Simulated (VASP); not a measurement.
# Ir (P6_3/mmc) in VASP: further runs

The runs below take Ir through single point, with r2SCAN.

Everything below comes from runs of VASP 6.6.1. Logs are shortened: lines on timing, memory, paths and dates and some standing lists are left out, and cuts for length are marked.

## Step 1: The cell of the first run

It takes space group P6_3/mmc (No. 194, hexagonal). Conventional cell: a = 2.654 Å, b = 2.654 Å, c = 4.306 Å, α = 90.00°, β = 90.00°, γ = 120.00°. Within 3.5 Å of Ir (site symmetry -6m2) lie 12 Ir at 2.64 to 2.65 Å.

This isn't the form of Ir at room conditions, which is fcc.

## Step 2: Single point, r2SCAN (13.14 Å³/atom)

POSCAR

```
Ir
1.0
    2.6542839462      0.0000000000      0.0000000000
   -1.3271419731      2.2986773263      0.0000000000
    0.0000000000      0.0000000000      4.3062776359
Ir
2
Direct
    0.3333333333      0.6666666667      0.2500000000
    0.6666666667      0.3333333333      0.7500000000
```

INCAR.step1

```
ALGO = Normal
EDIFF = 1E-5
ENCUT = 620
GGA = PE
GGA_COMPAT = F
ISMEAR = -1
LASPH = T
LCHARG = F
LREAL = F
LWAVE = T
NBANDS = 24
NELM = 120
PREC = Accurate
SIGMA = 0.1
```

INCAR.step2

```
ALGO = Normal
EDIFF = 1E-6
ENCUT = 620
GGA_COMPAT = F
ISIF = 2
ISMEAR = -1
ISTART = 1
LASPH = T
LCHARG = F
LMIXTAU = T
LREAL = F
LWAVE = F
METAGGA = R2SCAN
NBANDS = 24
NELM = 120
PREC = Accurate
SIGMA = 0.1
```

KPOINTS

```
k-points
0
Gamma
  15 15 8
```

Potentials or basis: VASP PAW PBE potentials, release 64 (Ir_sv_GW).

On the command line:

```bash
> cat potpaw_PBE.64/Ir_sv_GW/POTCAR > POTCAR
> cp INCAR.step1 INCAR
> mpirun -np 1 vasp_std > vasp.out
> cp INCAR.step2 INCAR
> mpirun -np 1 vasp_std > vasp.out
```

OUTCAR:

```text
EDIFF = 1E-6
   ENCUT = 620
   ISIF = 2
   ISMEAR = -1
   ISTART = 1
   LASPH = T
   LREAL = F
   METAGGA = R2SCAN
   NELM = 120
   PREC = Accurate

 ion  position               nearest neighbor table
   1  0.333  0.667  0.250-   2 2.64   2 2.64   2 2.64   2 2.64   2 2.64   2 2.64
   2  0.667  0.333  0.750-   1 2.64   1 2.64   1 2.64   1 2.64   1 2.64   1 2.64

  LATTYP: Found a hexagonal cell.
 ALAT       =     2.6542839462
 C/A-ratio  =     1.6223877035

  Lattice vectors:

 A1 = (   2.6542839462,   0.0000000000,   0.0000000000)
 A2 = (  -1.3271419731,   2.2986773263,   0.0000000000)
 A3 = (   0.0000000000,   0.0000000000,   4.3062776359)

Analysis of symmetry for initial positions (statically):
=====================================================================
 Subroutine PRICEL returns:
 Original cell was already a primitive cell.

 Routine SETGRP: Setting up the symmetry group for a
 hexagonal supercell.

 Subroutine GETGRP returns: Found 24 space group operations
 (whereof 12 operations were pure point group operations)
 out of a pool of 24 trial point group operations.

The static configuration has the point symmetry D_3d.
 The point group associated with its full space group is D_6h.

Analysis of symmetry for dynamics (positions and initial velocities):
=====================================================================
 Subroutine PRICEL returns:
 Original cell was already a primitive cell.

 Routine SETGRP: Setting up the symmetry group for a
 hexagonal supercell.

 Subroutine GETGRP returns: Found 24 space group operations
 (whereof 12 operations were pure point group operations)
 out of a pool of 24 trial point group operations.

The dynamic configuration has the point symmetry D_3d.
 The point group associated with its full space group is D_6h.

 Subroutine INISYM returns: Found 24 space group operations
 (whereof 12 operations are pure point group operations),
 and found     1 'primitive' translations

----------------------------------------------------------------------------------------

                                     Primitive cell

  volume of cell :      26.2741

  direct lattice vectors                    reciprocal lattice vectors
     2.654283946  0.000000000  0.000000000     0.376749444  0.217516393  0.000000000
    -1.327141973  2.298677326  0.000000000     0.000000000  0.435032785  0.000000000
     0.000000000  0.000000000  4.306277636     0.000000000  0.000000000  0.232219119

  length of vectors
     2.654283946  2.654283946  4.306277636     0.435032785  0.435032785  0.232219119

  position of ions in fractional coordinates (direct lattice)
     0.333333333  0.666666667  0.250000000
     0.666666667  0.333333333  0.750000000

  ion indices of the primitive-cell ions
   primitive index   ion index
                 1           1
                 2           2

----------------------------------------------------------------------------------------

 KPOINTS: k-points

Automatic generation of k-mesh.
 Grid dimensions read from file:
 generate k-points for:   15   15    8

 Generating k-lattice:

  Cartesian coordinates                     Fractional coordinates (reciprocal lattice)
     0.025116630  0.014501093  0.000000000     0.066666667  0.000000000  0.000000000
     0.000000000  0.029002186  0.000000000     0.000000000  0.066666667  0.000000000
     0.000000000  0.000000000  0.029027390     0.000000000  0.000000000  0.125000000

  Length of vectors
     0.029002186  0.029002186  0.029027390

  Shift w.r.t. Gamma in fractional coordinates (k-lattice)
     0.000000000  0.000000000  0.000000000

 Subroutine IBZKPT returns following result:
 ===========================================

 Found    135 irreducible k-points:

 Following reciprocal coordinates:
            Coordinates               Weight
  0.000000  0.000000  0.000000      1.000000
  0.066667  0.000000  0.000000      6.000000
  0.133333 -0.000000  0.000000      6.000000
  0.200000 -0.000000  0.000000      6.000000
  0.266667 -0.000000  0.000000      6.000000
  0.333333 -0.000000  0.000000      6.000000
[... 16 lines left out ...]
  0.333333  0.200000  0.000000     12.000000
  0.400000  0.200000  0.000000      6.000000
 [... further k-points ...]
   k-points           NKPTS =    135   k-points in BZ     NKDIM =    135   number of bands    NBANDS=     24
   number of dos      NEDOS =    301   number of ions     NIONS =      2
   total plane-waves  NPLWV =  20736
   dimension x,y,z NGX =    24 NGY =   24 NGZ =   36
   dimension x,y,z NGXF=    48 NGYF=   48 NGZF=   72
   ions per type =               2
   NGX,Y,Z   is equivalent  to a cutoff of  15.03, 15.03, 13.90 a.u.
   NGXF,Y,Z  is equivalent  to a cutoff of  30.06, 30.06, 27.80 a.u.
 SYSTEM =  unknown system
   PREC   = accura    normal or accurate (medium, high low for compatibility)
   ISTART =      1    job   : 0-new  1-cont  2-samecut
   ICHARG =      0    charge: 1-file 2-atom 10-const
   ISPIN  =      1    spin polarized calculation?
   LNONCOLLINEAR =      F non collinear calculations
   LSORBIT =      F    spin-orbit coupling
   LASPH  =      T    aspherical Exc in radial PAW
   ENCUT  =  620.0 eV  45.57 Ry    6.75 a.u.   5.39  5.39  8.74*2*pi/ulx,y,z
   NELM   =    120;   NELMIN=  2; NELMDL=  0     # of ELM steps
   EDIFF  = 0.1E-05   stopping-criterion for ELM
   LREAL  =      F    real-space projection
   EDIFFG = 0.1E-04   stopping-criterion for IOM
   NSW    =      0    number of steps for IOM
   IBRION =     -1    ionic relax: 0-MD 1-quasi-New 2-CG
   NFREE  =      0    steps in history (QN), initial steepest desc. (CG)
   ISIF   =      2    stress and relaxation
   ISYM   =      2    0-nonsym 1-usesym 2-fastsym
   POTIM  = 0.5000    time-step for ionic-motion
   TEBEG  =    0.0;   TEEND  =   0.0 temperature during run
   PSTRESS=    0.0 pullay stress
   NELECT =      34.0000    total number of electrons
   NUPDOWN=      -1.0000    fix difference up-down
   EMIN   =  10.00;   EMAX   =-10.00  energy-range for DOS
   EFERMI =   0.00;   METHOD = LEGACY
   ISMEAR =    -1;   SIGMA  =   0.10  broadening in eV -4-tet -1-fermi 0-gaus
   EFERMI_NEDOS =   21; number of points for ismear=-14 and -15
   IALGO  =     38    algorithm
   IMIX   =      4    mixing-type and parameters
     AMIX     =   0.40;   BMIX     =  1.00
     AMIX_MAG =   1.60;   BMIX_MAG =  1.00
  volume/ion in A,a.u.               =      13.14        88.65
  Fermi-wavevector in a.u.,A,eV,Ry     =   1.783988  3.371249 43.302095  3.182614
  Thomas-Fermi vector in A             =   2.848065
   LORBIT       =      0    0 simple, 1 ext, 2 COOP (PROOUT), +10 PAW based schemes
   METAGGA = R2SCAN    functional components
   LHFCALC =     F    Hartree Fock is set to
   AEXX    =    0.0000 exact exchange contribution
   IVDW    =     0    specifies the selected vdW correction
   LEPSILON=     F    determine dielectric tensor
   LRPA    =     F    only Hartree local field effects (RPA)
 non-spin polarized calculation
  energy-cutoff  :      620.00
  volume of cell :       26.27
 maximum number of plane-waves:       966
 NGX is ok and might be reduce to    24
   NGX = 11   NGY = 11   NGZ = 17

 number of electron      34.0000000 magnetization

 Free energy of the ion-electron system (eV)
  ---------------------------------------------------
  ext. energy  EPLUGINS =         0.00000000
  ---------------------------------------------------
  free energy    TOTEN  =      -105.43321083 eV

  energy without entropy =     -105.36845000  energy(sigma->0) =     -105.40083042

 E-fermi :  14.3169     XC(G=0): -16.4636

 val. band max:       14.3150041303   @ k =   0.3333   0.1333   0.3750
 cond. band min:      14.3285701857   @ k =   0.1333   0.0667   0.5000
 fundamental gap:      0.0135660554
 Fermi energy:        14.3168538260

 k-point     1 :       0.0000    0.0000    0.0000
  band No.  band energies     occupation
      1     -81.1196      2.00000
      2     -81.0114      2.00000
      3     -37.9378      2.00000
      4     -36.9756      2.00000
      5     -36.9756      2.00000
      6     -36.8232      2.00000
[... 16 lines left out ...]
     23      30.5813      0.00000
     24      31.9174      0.00000

 k-point     2 :       0.0667    0.0000    0.0000
  band No.  band energies     occupation
      1     -81.1156      2.00000
      2     -81.0093      2.00000
      3     -37.9225      2.00000
      4     -37.0114      2.00000
      5     -36.9871      2.00000
      6     -36.8550      2.00000
[... 16 lines left out ...]
     23      30.8454      0.00000
     24      32.2623      0.00000

 k-point     3 :       0.1333   -0.0000    0.0000
  band No.  band energies     occupation
      1     -81.1045      2.00000
      2     -81.0041      2.00000
      3     -37.8779      2.00000
      4     -37.1131      2.00000
      5     -37.0192      2.00000
      6     -36.9598      2.00000
[... 16 lines left out ...]
     23      31.4801      0.00000
     24      33.1356      0.00000

 k-point     4 :       0.2000   -0.0000    0.0000
  band No.  band energies     occupation
      1     -81.0871      2.00000
      2     -80.9966      2.00000
      3     -37.8079      2.00000
      4     -37.2626      2.00000
      5     -37.1106      2.00000
      6     -37.0651      2.00000
[... 16 lines left out ...]
     23      31.3677      0.00000
     24      33.0725      0.00000

 k-point     5 :       0.2667   -0.0000    0.0000
  band No.  band energies     occupation
      1     -81.0666      2.00000
      2     -80.9894      2.00000
      3     -37.7197      2.00000
      4     -37.4340      2.00000
      5     -37.2790      2.00000
      6     -37.1165      2.00000
[... 451 lines left out ...]
 k-point    22 :       0.2667    0.2000    0.0000
  band No.  band energies     occupation
      1     -81.0230      2.00000
      2     -80.9798      2.00000
      3     -37.6166      2.00000
      4     -37.5369      2.00000
      5     -37.5040      2.00000
      6     -37.2673      2.00000
[... 16 lines left out ...]
     23      25.7669      0.00000
     24      30.1599      0.00000

 k-point    23 :       0.3333    0.2000    0.0000
  band No.  band energies     occupation
      1     -81.0092      2.00000
      2     -80.9803      2.00000
      3     -37.6887      2.00000
      4     -37.5466      2.00000
      5     -37.4201      2.00000
      6     -37.3431      2.00000
[... 16 lines left out ...]
     23      27.1745      0.00000
     24      29.9159      0.00000

 k-point    24 :       0.4000    0.2000    0.0000
  band No.  band energies     occupation
      1     -81.0033      2.00000
      2     -80.9814      2.00000
      3     -37.7137      2.00000
      4     -37.5436      2.00000
      5     -37.3795      2.00000
      6     -37.3770      2.00000
[... 16 lines left out ...]
     23      27.7901      0.00000
     24      28.8889      0.00000

 [... further k-points ...]

------------------------ aborting loop because EDIFF is reached ----------------------------------------

  FORCE on cell =-STRESS in cart. coord.  units (eV):
  Direction    XX          YY          ZZ          XY          YZ          ZX
  --------------------------------------------------------------------------------------
  -------------------------------------------------------------------------------------
  Total        6.0585129      6.0585129      6.1098331      0.0000000     -0.0000000      0.0000000
  in kB      369.4444957    369.4444957    372.5739716      0.0000000     -0.0000000      0.0000000
  external PRESSURE =     370.4876544 kB  Pullay stress =       0.0000000 kB

 VOLUME and BASIS-vectors are now :
 -----------------------------------------------------------------------------
  energy-cutoff  :      620.00
  volume of cell :       26.27
      direct lattice vectors                 reciprocal lattice vectors
     2.654283946  0.000000000  0.000000000     0.376749444  0.217516393  0.000000000
    -1.327141973  2.298677326  0.000000000     0.000000000  0.435032785  0.000000000
     0.000000000  0.000000000  4.306277636     0.000000000  0.000000000  0.232219119

 POSITION                                       TOTAL-FORCE (eV/Angst)
 -----------------------------------------------------------------------------------
     -0.00000      1.53245      1.07657        -0.000000      0.000000      0.000000
      1.32714      0.76623      3.22971         0.000000     -0.000000      0.000000
 -----------------------------------------------------------------------------------
    total drift:                               -0.000001      0.000000     -0.000000

  FREE ENERGIE OF THE ION-ELECTRON SYSTEM (eV)
  ---------------------------------------------------
  free  energy   TOTEN  =      -105.4332108332 eV

  energy  without entropy=     -105.3684500003  energy(sigma->0) =     -105.40083042
```

Run time: 2.6 min. Hardware: 1 thread of Intel Xeon 6975P-C (Granite Rapids), shared host; peak memory 0.23 GiB.

Results:

* Free energy: -105.4332 eV
* Pressure: 37.0 GPa
* Band gap on the k mesh: zero (bands 17 and 18 overlap by 3.84 eV)

Levels at points of the mesh, in eV from the Fermi level:
```
           k point  band 15  band 16  band 17  band 18  band 19  band 20
(0.00, 0.00, 0.00)    -3.73    -2.80    -2.80    -0.98     0.30     0.30
(0.00, 0.00, 0.50)    -4.64    -4.64    -0.55    -0.55    -0.55    -0.55
```

Caveat: the cell stands under pressure; the PAW data sets were made with another functional, which shifts forces and pressure a little; spin-orbit coupling is left out, which moves the levels of the heavy elements.

(Part 1 of 2 ends here.)
